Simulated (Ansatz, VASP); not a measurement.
# MgO: VASP beside Ansatz

```
CELL_PARAMETERS angstrom
2.10760 -2.10760 0.00000
2.10760 0.00000 -2.10760
8.85190 8.43038 8.00886
ATOMIC_POSITIONS crystal
Mg 0.00000 0.92500 0.37500
Mg 0.33333 0.29167 0.20833
Mg 0.66667 0.55833 0.54167
Mg 0.00000 0.82500 0.87500
Mg 0.33333 0.19167 0.70833
Mg 0.66667 0.65833 0.04167
O 0.66667 0.60833 0.29167
O 0.00000 0.97500 0.12500
O 0.33333 0.24167 0.45833
O 0.66667 0.50833 0.79167
O 0.00000 0.87500 0.62500
O 0.33333 0.14167 0.95833
```

Alike in both runs: task single point; functional PBEsol; k mesh 9 × 9 × 2; occupations gaussian, width 0.05 eV; no spin polarisation.

|  | VASP | Ansatz |
| --- | --- | --- |
| version | VASP 6.6.1 | Ansatz 0.2.0 |
| potentials or method | VASP PAW PBE potentials, release 64 (Mg, O), cutoff 520 eV | scalar-relativistic, plane waves, PAW |
| valence electrons in the cell | 48 | 96 |

```tsv
	VASP	Ansatz	Ansatz less VASP
gap on the k mesh at the Fermi level (eV)	4.41	4.42	+0.004
least direct gap on the mesh (eV)	4.41	4.42	+0.004
pressure (GPa)	2.5	3.0	+0.50
traceless stress, the component that is largest in VASP (GPa)	5.93	5.77	-0.166
rms of the force components (eV/Å)	0.957	0.929	-0.0284
```

VASP's potentials were made for PBE, not for PBEsol, and Ansatz warns of the same on its side. Atom by atom the forces differ by 0.029 eV/Å (rms over components). VASP's potentials hold 48 valence electrons a cell and Ansatz's 96, so a difference there can come from the potentials and not from the codes.
